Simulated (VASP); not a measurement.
# PbS (Cmcm) in VASP: a series of runs, part 2 of 2

VASP 6.6.1. Earlier steps stand in the parts before.

### 3 Single point, revPBE

This run uses another cell than the first one, of 26.13 Å³/atom.

The input, INCAR:

```
  PREC = Accurate
  ENCUT = 520
  EDIFF = 1E-6
  ISMEAR = -1
  SIGMA = 0.05
  LREAL = F
  LASPH = T
  NELM = 60
  ALGO = Normal
  ISIF = 2
  LWAVE = F
  LCHARG = F
  GGA = RE
  NBANDS = 28
```

The input, KPOINTS:

```
regular mesh
0
Gamma
  7 7 6
```

The input, POSCAR:

```
PbS
1.0
    2.0659928603     -5.9510856073      0.0000000000
    2.0659928603      5.9510856073      0.0000000000
    0.0000000000      0.0000000000      4.2505997999
Pb S
2 2
Direct
    0.1305633500      0.8694366500      0.2500000000
    0.8694366500      0.1305633500      0.7500000000
    0.3547970900      0.6452029100      0.2500000000
    0.6452029100      0.3547970900      0.7500000000
```

Potentials or basis: VASP PAW PBE potentials, release 64 (Pb_d, S).

Started as:

```bash
cat potpaw_PBE.64/Pb_d/POTCAR potpaw_PBE.64/S/POTCAR > POTCAR
mpirun -np 1 vasp_std > vasp.out
```

OUTCAR:

```text
PREC = Accurate
   ENCUT = 520
   EDIFF = 1E-6
   ISMEAR = -1
   LREAL = F
   LASPH = T
   NELM = 60
   ISIF = 2
   GGA = RE

 ion  position               nearest neighbor table
   1  0.131  0.869  0.250-   3 2.67   4 2.97   4 2.97   4 2.97   4 2.97   2 3.77   2 3.77   2 4.11
                             2 4.11   2 4.11   2 4.11
   2  0.869  0.131  0.750-   4 2.67   3 2.97   3 2.97   3 2.97   3 2.97   1 3.77   1 3.77   1 4.11
                             1 4.11   1 4.11   1 4.11
   3  0.355  0.645  0.250-   1 2.67   2 2.97   2 2.97   2 2.97   2 2.97
   4  0.645  0.355  0.750-   2 2.67   1 2.97   1 2.97   1 2.97   1 2.97

  LATTYP: Found a base centered orthorhombic cell.
 ALAT       =     4.1319857206
 B/A-ratio  =     2.8804966956
 C/A-ratio  =     1.0287063139

  Lattice vectors:

 A1 = (   2.0659928603,  -5.9510856073,   0.0000000000)
 A2 = (   2.0659928603,   5.9510856073,   0.0000000000)
 A3 = (   0.0000000000,   0.0000000000,   4.2505997999)

Analysis of symmetry for initial positions (statically):
=====================================================================
 Subroutine PRICEL returns:
 Original cell was already a primitive cell.

 Routine SETGRP: Setting up the symmetry group for a
 base centered orthorhombic supercell.

 Subroutine GETGRP returns: Found  8 space group operations
 (whereof  4 operations were pure point group operations)
 out of a pool of  8 trial point group operations.

The static configuration has the point symmetry C_2h.
 The point group associated with its full space group is D_2h.

Analysis of symmetry for dynamics (positions and initial velocities):
=====================================================================
 Subroutine PRICEL returns:
 Original cell was already a primitive cell.

 Routine SETGRP: Setting up the symmetry group for a
 base centered orthorhombic supercell.

 Subroutine GETGRP returns: Found  8 space group operations
 (whereof  4 operations were pure point group operations)
 out of a pool of  8 trial point group operations.

The dynamic configuration has the point symmetry C_2h.
 The point group associated with its full space group is D_2h.

 Subroutine INISYM returns: Found  8 space group operations
 (whereof  4 operations are pure point group operations),
 and found     1 'primitive' translations

----------------------------------------------------------------------------------------

                                     Primitive cell

  volume of cell :     104.5214

  direct lattice vectors                    reciprocal lattice vectors
     2.065992860 -5.951085607  0.000000000     0.242014389 -0.084018284  0.000000000
     2.065992860  5.951085607  0.000000000     0.242014389  0.084018284  0.000000000
     0.000000000  0.000000000  4.250599800     0.000000000  0.000000000  0.235260915

  length of vectors
     6.299503663  6.299503663  4.250599800     0.256183599  0.256183599  0.235260915

  position of ions in fractional coordinates (direct lattice)
     0.130563350  0.869436650  0.250000000
     0.869436650  0.130563350  0.750000000
     0.354797090  0.645202910  0.250000000
     0.645202910  0.354797090  0.750000000

  ion indices of the primitive-cell ions
   primitive index   ion index
                 1           1
                 2           2
                 3           3
                 4           4

----------------------------------------------------------------------------------------

 KPOINTS: regular mesh

Automatic generation of k-mesh.
 Grid dimensions read from file:
 generate k-points for:    7    7    6

 Generating k-lattice:

  Cartesian coordinates                     Fractional coordinates (reciprocal lattice)
     0.034573484 -0.012002612  0.000000000     0.142857143  0.000000000  0.000000000
     0.034573484  0.012002612  0.000000000     0.000000000  0.142857143  0.000000000
     0.000000000  0.000000000  0.039210153     0.000000000  0.000000000  0.166666667

  Length of vectors
     0.036597657  0.036597657  0.039210153

  Shift w.r.t. Gamma in fractional coordinates (k-lattice)
     0.000000000  0.000000000  0.000000000

 Subroutine IBZKPT returns following result:
 ===========================================

 Found     64 irreducible k-points:

 Following reciprocal coordinates:
            Coordinates               Weight
  0.000000  0.000000  0.000000      1.000000
  0.142857  0.000000  0.000000      4.000000
  0.285714  0.000000  0.000000      4.000000
  0.428571  0.000000  0.000000      4.000000
  0.142857  0.142857  0.000000      2.000000
  0.285714  0.142857  0.000000      4.000000
[... 16 lines left out ...]
  0.428571  0.142857  0.166667      8.000000
 -0.428571  0.142857  0.166667      8.000000
 [... further k-points ...]
   k-points           NKPTS =     64   k-points in BZ     NKDIM =     64   number of bands    NBANDS=     28
   number of dos      NEDOS =    301   number of ions     NIONS =      4
   total plane-waves  NPLWV =  73728
   dimension x,y,z NGX =    48 NGY =   48 NGZ =   32
   dimension x,y,z NGXF=    96 NGYF=   96 NGZF=   64
   ions per type =               2   2
   NGX,Y,Z   is equivalent  to a cutoff of  12.67, 12.67, 12.52 a.u.
   NGXF,Y,Z  is equivalent  to a cutoff of  25.33, 25.33, 25.03 a.u.
 SYSTEM =  unknown system
   PREC   = accura    normal or accurate (medium, high low for compatibility)
   ISTART =      0    job   : 0-new  1-cont  2-samecut
   ICHARG =      2    charge: 1-file 2-atom 10-const
   ISPIN  =      1    spin polarized calculation?
   LNONCOLLINEAR =      F non collinear calculations
   LSORBIT =      F    spin-orbit coupling
   LASPH  =      T    aspherical Exc in radial PAW
   ENCUT  =  520.0 eV  38.22 Ry    6.18 a.u.  11.71 11.71  7.90*2*pi/ulx,y,z
   NELM   =     60;   NELMIN=  2; NELMDL= -5     # of ELM steps
   EDIFF  = 0.1E-05   stopping-criterion for ELM
   LREAL  =      F    real-space projection
   EDIFFG = 0.1E-04   stopping-criterion for IOM
   NSW    =      0    number of steps for IOM
   IBRION =     -1    ionic relax: 0-MD 1-quasi-New 2-CG
   NFREE  =      0    steps in history (QN), initial steepest desc. (CG)
   ISIF   =      2    stress and relaxation
   ISYM   =      2    0-nonsym 1-usesym 2-fastsym
   POTIM  = 0.5000    time-step for ionic-motion
   TEBEG  =    0.0;   TEEND  =   0.0 temperature during run
   PSTRESS=    0.0 pullay stress
   NELECT =      40.0000    total number of electrons
   NUPDOWN=      -1.0000    fix difference up-down
   EMIN   =  10.00;   EMAX   =-10.00  energy-range for DOS
   EFERMI =   0.00;   METHOD = LEGACY
   ISMEAR =    -1;   SIGMA  =   0.05  broadening in eV -4-tet -1-fermi 0-gaus
   EFERMI_NEDOS =   21; number of points for ismear=-14 and -15
   IALGO  =     38    algorithm
   IMIX   =      4    mixing-type and parameters
     AMIX     =   0.40;   BMIX     =  1.00
     AMIX_MAG =   1.60;   BMIX_MAG =  1.00
  volume/ion in A,a.u.               =      26.13       176.34
  Fermi-wavevector in a.u.,A,eV,Ry     =   1.188575  2.246080 19.221078  1.412709
  Thomas-Fermi vector in A             =   2.324701
   LORBIT       =      0    0 simple, 1 ext, 2 COOP (PROOUT), +10 PAW based schemes
   GGA     = RE    functional components
   LHFCALC =     F    Hartree Fock is set to
   AEXX    =    0.0000 exact exchange contribution
   IVDW    =     0    specifies the selected vdW correction
   LEPSILON=     F    determine dielectric tensor
   LRPA    =     F    only Hartree local field effects (RPA)
 non-spin polarized calculation
  energy-cutoff  :      520.00
  volume of cell :      104.52
 maximum number of plane-waves:      2840
   NGX = 23   NGY = 23   NGZ = 15

 number of electron      40.0000003 magnetization

 Free energy of the ion-electron system (eV)
  ---------------------------------------------------
  ext. energy  EPLUGINS =         0.00000000
  ---------------------------------------------------
  free energy    TOTEN  =       -16.13958975 eV

  energy without entropy =      -16.13958963  energy(sigma->0) =      -16.13958969

 E-fermi :   5.8614     XC(G=0):  -9.5564

 val. band max:        5.1937549846   @ k =  -0.4286   0.4286   0.3333
 cond. band min:       6.4663636873   @ k =   0.4286   0.4286   0.0000
 fundamental gap:      1.2726087027
 Fermi energy:         5.8613940121

 k-point     1 :       0.0000    0.0000    0.0000
  band No.  band energies     occupation
      1     -11.2147      2.00000
      2     -11.1098      2.00000
      3     -11.1021      2.00000
      4     -11.0969      2.00000
      5     -11.0596      2.00000
      6     -11.0549      2.00000
[... 20 lines left out ...]
     27      11.4713      0.00000
[... 691 lines left out ...]
      6     -11.0608      2.00000
[... 20 lines left out ...]
     27      12.7979      0.00000
     28      13.5530      0.00000

 [... further k-points ...]
[... 5 lines left out ...]
  --------------------------------------------------------------------------------------
  -------------------------------------------------------------------------------------
  Total        2.2694572      2.4759515      2.2420438      0.0000000     -0.0000000      0.0000000
  in kB       34.7878311     37.9531204     34.3676190      0.0000000     -0.0000000      0.0000000
  external PRESSURE =      35.7028568 kB  Pullay stress =       0.0000000 kB

 VOLUME and BASIS-vectors are now :
 -----------------------------------------------------------------------------
  energy-cutoff  :      520.00
  volume of cell :      104.52
      direct lattice vectors                 reciprocal lattice vectors
     2.065992860 -5.951085607  0.000000000     0.242014389 -0.084018284  0.000000000
     2.065992860  5.951085607  0.000000000     0.242014389  0.084018284  0.000000000
     0.000000000  0.000000000  4.250599800     0.000000000  0.000000000  0.235260915

 POSITION                                       TOTAL-FORCE (eV/Angst)
 -----------------------------------------------------------------------------------
      2.06599      4.39710      1.06265         0.000000      0.216562     -0.000000
      2.06599     -4.39710      3.18795         0.000000     -0.216562      0.000000
      2.06599      1.72823      1.06265         0.000000     -0.204733     -0.000000
      2.06599     -1.72823      3.18795         0.000000      0.204733     -0.000000
 -----------------------------------------------------------------------------------
    total drift:                               -0.000000     -0.000000      0.000000

  FREE ENERGIE OF THE ION-ELECTRON SYSTEM (eV)
  ---------------------------------------------------
  free  energy   TOTEN  =       -16.1395897513 eV

  energy  without entropy=      -16.1395896276  energy(sigma->0) =      -16.13958969
```

OSZICAR:

```text
N       E                     dE             d eps       ncg     rms          rms(c)
DAV:   1     0.422509606671E+03    0.42251E+03   -0.18942E+04  3584   0.154E+03
DAV:   2     0.313689272017E+02   -0.39114E+03   -0.37946E+03  3616   0.407E+02
DAV:   3    -0.148740307212E+02   -0.46243E+02   -0.45166E+02  4648   0.156E+02
DAV:   4    -0.170324739109E+02   -0.21584E+01   -0.21505E+01  4268   0.349E+01
DAV:   5    -0.171212476681E+02   -0.88774E-01   -0.88757E-01  4840   0.743E+00    0.726E+00
DAV:   6    -0.161159324065E+02    0.10053E+01   -0.23864E+00  5004   0.105E+01    0.485E+00
DAV:   7    -0.161314129073E+02   -0.15481E-01   -0.53626E-01  4108   0.310E+00    0.309E+00
DAV:   8    -0.161474205349E+02   -0.16008E-01   -0.10257E-01  4728   0.266E+00    0.124E+00
DAV:   9    -0.161389124755E+02    0.85081E-02   -0.28576E-02  5028   0.144E+00    0.133E-01
DAV:  10    -0.161394769561E+02   -0.56448E-03   -0.24861E-03  3928   0.227E-01    0.558E-02
DAV:  11    -0.161395873068E+02   -0.11035E-03   -0.21570E-04  4384   0.110E-01    0.227E-02
DAV:  12    -0.161395914311E+02   -0.41242E-05   -0.26355E-05  4676   0.343E-02    0.179E-02
DAV:  13    -0.161395901157E+02    0.13154E-05   -0.68533E-06  3528   0.220E-02    0.721E-03
DAV:  14    -0.161395897513E+02    0.36442E-06   -0.12667E-06  2404   0.793E-03
   1 F= -.16139590E+02 E0= -.16139590E+02  d E =-.123688E-06
```

Wall time 86 s (1 thread of Intel Xeon 6975P-C (Granite Rapids), shared host); peak memory 0.34 GiB.

What came out:

- Free energy: -16.1396 eV
- Pressure: 3.6 GPa
- Largest force: 0.217 eV/Å
- Band gap on the k mesh: 1.27 eV (least direct gap 1.50 eV)

Forces in eV/Å, atoms in the order of the input:
```
Pb   0.000  0.217  0.000
Pb   0.000 -0.217  0.000
S    0.000 -0.205  0.000
S    0.000  0.205  0.000
```

Caveat: the cell stands under pressure; the PAW data sets were made with another functional, which shifts forces and pressure a little; spin-orbit coupling is left out, which moves the levels of the heavy elements. A k mesh can miss the band edges.
